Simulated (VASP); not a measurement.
# SiNi3 (Pm-3m) in VASP: notebook

Runs on SiNi3. Level: PBEsol. Tasks: relaxation of cell and atoms, single point.

All numbers are computed with VASP 6.6.1; they aren't measurements. Logs are shortened: lines on timing, memory, paths and dates and some standing lists are left out, and cuts for length are marked.

**1. The cell of the first run**

It takes space group Pm-3m (No. 221, cubic). The conventional cell has a = 3.461 Å, b = 3.461 Å, c = 3.461 Å, α = 90.00°, β = 90.00°, γ = 90.00°. Within 3.2 Å of Si (site symmetry m-3m) lie 12 Ni at 2.45 Å. Within 3.2 Å of Ni (site symmetry 4/mmm) lie 4 Si at 2.45 Å and 8 Ni at 2.45 Å.

**2. Relaxation of cell and atoms, PBEsol**

File INCAR:

```
SYSTEM = SiNi3
PREC = Accurate
ENCUT = 600
EDIFF = 1E-7
ISMEAR = 0
SIGMA = 0.1
LREAL = .FALSE.
LASPH = .TRUE.
NELM = 80
ALGO = Normal
ISIF = 3
LWAVE = .FALSE.
LCHARG = .FALSE.
GGA = PS
IBRION = 2
NSW = 100
EDIFFG = -0.005
```

File KPOINTS:

```
regular mesh
0
G
  12 12 12
  0 0 0
```

File POSCAR:

```
SiNi3
1.0
    3.4613761972      0.0000000000      0.0000000000
    0.0000000000      3.4613761972      0.0000000000
    0.0000000000      0.0000000000      3.4613761972
Si Ni
1 3
Direct
    0.0000000000      0.0000000000      0.0000000000
    0.0000000000      0.5000000000      0.5000000000
    0.5000000000      0.0000000000      0.5000000000
    0.5000000000      0.5000000000      0.0000000000
```

Potentials or basis: VASP PAW PBE potentials, release 64 (Si, Ni).

Run with:

```bash
cat potpaw_PBE.64/Si/POTCAR potpaw_PBE.64/Ni/POTCAR > POTCAR
mpirun -np 1 vasp_std > vasp.out
```

OUTCAR:

```text
SYSTEM = SiNi3
   PREC = Accurate
   ENCUT = 600
   EDIFF = 1E-7
   ISMEAR = 0
   LREAL = .FALSE.
   LASPH = .TRUE.
   NELM = 80
   ISIF = 3
   GGA = PS
   IBRION = 2
   NSW = 100
   EDIFFG = -0.005

 ion  position               nearest neighbor table
   1  0.000  0.000  0.000-   2 2.45   3 2.45   4 2.45   2 2.45   3 2.45   2 2.45   4 2.45   2 2.45
                             3 2.45   4 2.45   3 2.45   4 2.45
   2  0.000  0.500  0.500-   1 2.45   3 2.45   4 2.45   1 2.45   4 2.45   1 2.45   3 2.45   1 2.45
                             3 2.45   4 2.45   4 2.45   3 2.45
   3  0.500  0.000  0.500-   1 2.45   2 2.45   4 2.45   1 2.45   4 2.45   2 2.45   4 2.45   4 2.45
                             1 2.45   2 2.45   1 2.45   2 2.45
   4  0.500  0.500  0.000-   1 2.45   2 2.45   3 2.45   2 2.45   3 2.45   1 2.45   3 2.45   3 2.45
                             1 2.45   2 2.45   2 2.45   1 2.45

  LATTYP: Found a simple cubic cell.
 ALAT       =     3.4613761972

  Lattice vectors:

 A1 = (   3.4613761972,   0.0000000000,   0.0000000000)
 A2 = (   0.0000000000,   3.4613761972,   0.0000000000)
 A3 = (   0.0000000000,   0.0000000000,   3.4613761972)

Analysis of symmetry for initial positions (statically):
=====================================================================
 Subroutine PRICEL returns:
 Original cell was already a primitive cell.

 Routine SETGRP: Setting up the symmetry group for a
 simple cubic supercell.

 Subroutine GETGRP returns: Found 48 space group operations
 (whereof 48 operations were pure point group operations)
 out of a pool of 48 trial point group operations.

The static configuration has the point symmetry O_h .

Analysis of symmetry for dynamics (positions and initial velocities):
=====================================================================
 Subroutine PRICEL returns:
 Original cell was already a primitive cell.

 Routine SETGRP: Setting up the symmetry group for a
 simple cubic supercell.

 Subroutine GETGRP returns: Found 48 space group operations
 (whereof 48 operations were pure point group operations)
 out of a pool of 48 trial point group operations.

The dynamic configuration has the point symmetry O_h .

 Subroutine INISYM returns: Found 48 space group operations
 (whereof 48 operations are pure point group operations),
 and found     1 'primitive' translations

----------------------------------------------------------------------------------------

                                     Primitive cell

  volume of cell :      41.4712

  direct lattice vectors                    reciprocal lattice vectors
     3.461376197  0.000000000  0.000000000     0.288902432  0.000000000  0.000000000
     0.000000000  3.461376197  0.000000000     0.000000000  0.288902432  0.000000000
     0.000000000  0.000000000  3.461376197     0.000000000  0.000000000  0.288902432

  length of vectors
     3.461376197  3.461376197  3.461376197     0.288902432  0.288902432  0.288902432

  position of ions in fractional coordinates (direct lattice)
     0.000000000  0.000000000  0.000000000
     0.000000000  0.500000000  0.500000000
     0.500000000  0.000000000  0.500000000
     0.500000000  0.500000000  0.000000000

  ion indices of the primitive-cell ions
   primitive index   ion index
                 1           1
                 2           2
                 3           3
                 4           4

----------------------------------------------------------------------------------------

 KPOINTS: regular mesh

Automatic generation of k-mesh.
 Grid dimensions read from file:
 generate k-points for:   12   12   12

 Generating k-lattice:

  Cartesian coordinates                     Fractional coordinates (reciprocal lattice)
     0.024075203  0.000000000  0.000000000     0.083333333  0.000000000  0.000000000
     0.000000000  0.024075203  0.000000000     0.000000000  0.083333333  0.000000000
     0.000000000  0.000000000  0.024075203     0.000000000  0.000000000  0.083333333

  Length of vectors
     0.024075203  0.024075203  0.024075203

  Shift w.r.t. Gamma in fractional coordinates (k-lattice)
     0.000000000  0.000000000  0.000000000

 Subroutine IBZKPT returns following result:
 ===========================================

 Found     84 irreducible k-points:

 Following reciprocal coordinates:
            Coordinates               Weight
  0.000000  0.000000  0.000000      1.000000
  0.083333  0.000000  0.000000      6.000000
  0.166667  0.000000  0.000000      6.000000
  0.250000  0.000000  0.000000      6.000000
  0.333333  0.000000  0.000000      6.000000
  0.416667  0.000000  0.000000      6.000000
[... 16 lines left out ...]
  0.333333  0.333333  0.000000     12.000000
  0.416667  0.333333  0.000000     24.000000
 [... further k-points ...]
   k-points           NKPTS =     84   k-points in BZ     NKDIM =     84   number of bands    NBANDS=     21
   number of dos      NEDOS =    301   number of ions     NIONS =      4
   total plane-waves  NPLWV =  21952
   dimension x,y,z NGX =    28 NGY =   28 NGZ =   28
   dimension x,y,z NGXF=    56 NGYF=   56 NGZF=   56
   ions per type =               1   3
   NGX,Y,Z   is equivalent  to a cutoff of  13.45, 13.45, 13.45 a.u.
   NGXF,Y,Z  is equivalent  to a cutoff of  26.90, 26.90, 26.90 a.u.
 SYSTEM =  SiNi3
   PREC   = accura    normal or accurate (medium, high low for compatibility)
   ISTART =      0    job   : 0-new  1-cont  2-samecut
   ICHARG =      2    charge: 1-file 2-atom 10-const
   ISPIN  =      1    spin polarized calculation?
   LNONCOLLINEAR =      F non collinear calculations
   LSORBIT =      F    spin-orbit coupling
   LASPH  =      T    aspherical Exc in radial PAW
   ENCUT  =  600.0 eV  44.10 Ry    6.64 a.u.   6.91  6.91  6.91*2*pi/ulx,y,z
   NELM   =     80;   NELMIN=  2; NELMDL= -5     # of ELM steps
   EDIFF  = 0.1E-06   stopping-criterion for ELM
   LREAL  =      F    real-space projection
   EDIFFG = -.5E-02   stopping-criterion for IOM
   NSW    =    100    number of steps for IOM
   IBRION =      2    ionic relax: 0-MD 1-quasi-New 2-CG
   NFREE  =      1    steps in history (QN), initial steepest desc. (CG)
   ISIF   =      3    stress and relaxation
   ISYM   =      2    0-nonsym 1-usesym 2-fastsym
   POTIM  = 0.5000    time-step for ionic-motion
   TEBEG  =    0.0;   TEEND  =   0.0 temperature during run
   PSTRESS=    0.0 pullay stress
   NELECT =      34.0000    total number of electrons
   NUPDOWN=      -1.0000    fix difference up-down
   EMIN   =  10.00;   EMAX   =-10.00  energy-range for DOS
   EFERMI =   0.00;   METHOD = LEGACY
   ISMEAR =     0;   SIGMA  =   0.10  broadening in eV -4-tet -1-fermi 0-gaus
   EFERMI_NEDOS =   21; number of points for ismear=-14 and -15
   IALGO  =     38    algorithm
   IMIX   =      4    mixing-type and parameters
     AMIX     =   0.40;   BMIX     =  1.00
     AMIX_MAG =   1.60;   BMIX_MAG =  1.00
  volume/ion in A,a.u.               =      10.37        69.97
  Fermi-wavevector in a.u.,A,eV,Ry     =   1.532212  2.895462 31.942059  2.347675
  Thomas-Fermi vector in A             =   2.639450
   LORBIT       =      0    0 simple, 1 ext, 2 COOP (PROOUT), +10 PAW based schemes
   GGA     = PS    functional components
   LHFCALC =     F    Hartree Fock is set to
   AEXX    =    0.0000 exact exchange contribution
   IVDW    =     0    specifies the selected vdW correction
   LEPSILON=     F    determine dielectric tensor
   LRPA    =     F    only Hartree local field effects (RPA)
 conjugate gradient relaxation of ions
 non-spin polarized calculation
 Gauss-broadening in eV      SIGMA  =   0.10
  energy-cutoff  :      600.00
  volume of cell :       41.47
 maximum number of plane-waves:      1409
 NGX is ok and might be reduce to    28
   NGX = 13   NGY = 13   NGZ = 13

 number of electron      33.9999971 magnetization

 Free energy of the ion-electron system (eV)
  ---------------------------------------------------
  ext. energy  EPLUGINS =         0.00000000
  ---------------------------------------------------
  free energy    TOTEN  =       -26.29681648 eV

  energy without entropy =      -26.28686972  energy(sigma->0) =      -26.29184310

 E-fermi :  11.0915     XC(G=0): -13.4542

 val. band max:       11.0832367268   @ k =   0.0833   0.0833   0.0000
 cond. band min:      11.1186777663   @ k =   0.4167   0.4167   0.3333
 fundamental gap:      0.0354410395
 Fermi energy:        11.0915398356

 k-point     1 :       0.0000    0.0000    0.0000
  band No.  band energies     occupation
      1      -1.1451      2.00000
      2       5.9603      2.00000
      3       6.7882      2.00000
      4       6.7882      2.00000
      5       7.3348      2.00000
      6       7.3348      2.00000
[... 13 lines left out ...]
     20      16.2975      0.00000
     21      17.5992      0.00000

 k-point     2 :       0.0833    0.0000    0.0000
  band No.  band energies     occupation
      1      -1.0609      2.00000
      2       5.9810      2.00000
      3       6.6730      2.00000
      4       6.8488      2.00000
      5       7.3295      2.00000
      6       7.3295      2.00000
[... 13 lines left out ...]
     20      16.4847      0.00000
     21      17.5771      0.00000

 k-point     3 :       0.1667    0.0000    0.0000
  band No.  band energies     occupation
      1      -0.8114      2.00000
      2       5.8864      2.00000
      3       6.4445      2.00000
      4       7.0241      2.00000
      5       7.3093      2.00000
      6       7.3093      2.00000
[... 13 lines left out ...]
     20      16.6751      0.00000
     21      17.5126      0.00000
[... 457 lines left out ...]
 k-point    23 :       0.3333    0.3333    0.0000
  band No.  band energies     occupation
      1       1.2469      2.00000
      2       5.1103      2.00000
      3       5.2246      2.00000
      4       7.0118      2.00000
      5       7.2864      2.00000
      6       7.8443      2.00000
[... 13 lines left out ...]
     20      15.0240      0.00000
     21      17.2694      0.00000

 k-point    24 :       0.4167    0.3333    0.0000
  band No.  band energies     occupation
      1       1.7246      2.00000
      2       4.4868      2.00000
      3       5.4252      2.00000
      4       6.9735      2.00000
      5       7.3659      2.00000
      6       8.0123      2.00000
[... 13 lines left out ...]
     20      15.7000      0.00000
     21      17.3473      0.00000

 [... further k-points ...]

------------------------ aborting loop because EDIFF is reached ----------------------------------------

  FORCE on cell =-STRESS in cart. coord.  units (eV):
  Direction    XX          YY          ZZ          XY          YZ          ZX
  --------------------------------------------------------------------------------------
  -------------------------------------------------------------------------------------
  Total       -0.0100238     -0.0100238     -0.0100238     -0.0000000      0.0000000     -0.0000000
  in kB       -0.3872538     -0.3872538     -0.3872538     -0.0000000      0.0000000     -0.0000000
  external PRESSURE =      -0.3872538 kB  Pullay stress =       0.0000000 kB

 VOLUME and BASIS-vectors are now :
 -----------------------------------------------------------------------------
  energy-cutoff  :      600.00
  volume of cell :       41.47
      direct lattice vectors                 reciprocal lattice vectors
     3.461376197  0.000000000  0.000000000     0.288902432  0.000000000  0.000000000
     0.000000000  3.461376197  0.000000000     0.000000000  0.288902432  0.000000000
     0.000000000  0.000000000  3.461376197     0.000000000  0.000000000  0.288902432

 POSITION                                       TOTAL-FORCE (eV/Angst)
 -----------------------------------------------------------------------------------
      0.00000      0.00000      0.00000         0.000000      0.000000      0.000000
      0.00000      1.73069      1.73069         0.000000      0.000000      0.000000
      1.73069      0.00000      1.73069         0.000000      0.000000      0.000000
      1.73069      1.73069      0.00000         0.000000      0.000000      0.000000
 -----------------------------------------------------------------------------------
    total drift:                                0.000000      0.000000      0.000000

  FREE ENERGIE OF THE ION-ELECTRON SYSTEM (eV)
  ---------------------------------------------------
  free  energy   TOTEN  =       -26.2968164793 eV

  energy  without entropy=      -26.2868697220  energy(sigma->0) =      -26.29184310

 reached required accuracy - stopping structural energy minimisation
```

Wall time 50 s (1 thread of Intel Xeon 6975P-C (Granite Rapids), shared host); peak memory 0.21 GiB.

Results:

```
Free energy             : -26.2968 eV
Pressure after relaxing : 0.0 GPa
Band gap on the k mesh  : zero (band 17 reaches 11.13 eV, above the bottom of band 18 at 10.88 eV)
```

Final structure:
```
Si Ni
1.0
     3.46138    0.00000    0.00000
     0.00000    3.46138    0.00000
     0.00000    0.00000    3.46138
Si Ni
1 3
Direct
  0.00000 0.00000 0.00000
  0.00000 0.50000 0.50000
  0.50000 0.00000 0.50000
  0.50000 0.50000 0.00000
```

Levels at points of the mesh, in eV from the Fermi level:
| k point | band 15 | band 16 | band 17 | band 18 | band 19 | band 20 |
| --- | --- | --- | --- | --- | --- | --- |
| (0.00, 0.00, 0.00) | -0.64 | -0.30 | 0.03 | 0.03 | 0.03 | 5.21 |
| (0.50, 0.00, 0.00) | -1.21 | -0.57 | 0.04 | 3.77 | 3.77 | 5.34 |
| (0.50, 0.50, 0.00) | -1.17 | -1.07 | -1.01 | 0.70 | 0.70 | 5.86 |
| (0.50, 0.50, 0.50) | -1.31 | -0.52 | -0.21 | -0.21 | -0.21 | 1.40 |

Caveat: the relaxation stopped at its first step, so nothing moved; the PAW data sets were made with another functional, which shifts forces and pressure a little.

**3. Single point, PBEsol**

File INCAR:

```
SYSTEM = SiNi3
PREC = Accurate
ENCUT = 520
EDIFF = 1E-7
ISMEAR = 0
SIGMA = 0.1
LREAL = .FALSE.
LASPH = .TRUE.
NELM = 80
ALGO = Fast
ISIF = 2
LWAVE = .FALSE.
LCHARG = .FALSE.
GGA = PS
NBANDS = 25
ISYM = 0
```

File KPOINTS:

```
regular mesh
0
G
  10 10 12
  0 0 0
```

File POSCAR:

```
SiNi3
1.0
    3.4612022787      0.0000000000      0.0000000000
    0.0000000000      3.4612022787      0.0000000000
    0.0000000000      0.0000000000      3.4612022787
Si Ni
1 3
Direct
    0.0000000000      0.0000000000      0.0000000000
    0.0000000000      0.5000000000      0.5000000000
    0.5000000000      0.0000000000      0.5000000000
    0.5000000000      0.5000000000      0.0000000000
```

Potentials or basis: VASP PAW PBE potentials, release 64 (Si, Ni).

Run with:

```bash
cat potpaw_PBE.64/Si/POTCAR potpaw_PBE.64/Ni/POTCAR > POTCAR
mpirun -np 1 vasp_std > vasp.out
```

Run time: 6.9 min. Hardware: 1 thread of Intel Xeon 6975P-C (Granite Rapids), shared host; peak memory 0.57 GiB.

Results (log left out):

| Item | Value |
| --- | --- |
| Free energy | -26.2977 eV |
| Pressure | 0.1 GPa |
| Band gap on the k mesh | zero (band 17 reaches 11.13 eV, above the bottom of band 18 at 10.88 eV) |

Levels at points of the mesh, in eV from the Fermi level:
| k point | band 13 | band 14 | band 15 | band 16 | band 17 | band 18 | band 19 | band 20 | band 21 | band 22 |
| --- | --- | --- | --- | --- | --- | --- | --- | --- | --- | --- |
| (0.00, 0.00, 0.00) | -0.93 | -0.64 | -0.64 | -0.30 | 0.04 | 0.04 | 0.04 | 5.21 | 6.51 | 6.51 |
| (0.50, 0.00, 0.00) | -1.39 | -1.35 | -1.20 | -0.57 | 0.04 | 3.78 | 3.78 | 5.34 | 5.34 | 5.49 |
| (0.00, 0.50, 0.00) | -1.39 | -1.35 | -1.20 | -0.57 | 0.04 | 3.78 | 3.78 | 5.34 | 5.34 | 5.49 |
| (0.50, 0.50, 0.00) | -1.51 | -1.50 | -1.17 | -1.07 | -1.00 | 0.70 | 0.70 | 5.87 | 6.53 | 7.81 |
| (0.00, 0.00, 0.50) | -1.39 | -1.35 | -1.20 | -0.57 | 0.04 | 3.78 | 3.78 | 5.34 | 5.34 | 5.49 |
| (0.50, 0.00, 0.50) | -1.51 | -1.50 | -1.17 | -1.07 | -1.00 | 0.70 | 0.70 | 5.87 | 6.53 | 7.81 |
| (0.00, 0.50, 0.50) | -1.51 | -1.50 | -1.17 | -1.07 | -1.00 | 0.70 | 0.70 | 5.87 | 6.53 | 7.81 |
| (0.50, 0.50, 0.50) | -1.51 | -1.31 | -1.31 | -0.51 | -0.21 | -0.21 | -0.21 | 1.40 | 4.18 | 4.18 |

Caveat: the PAW data sets were made with another functional, which shifts forces and pressure a little. Spin polarisation is off, so any magnetic state and its effect on volume and gap are missing.
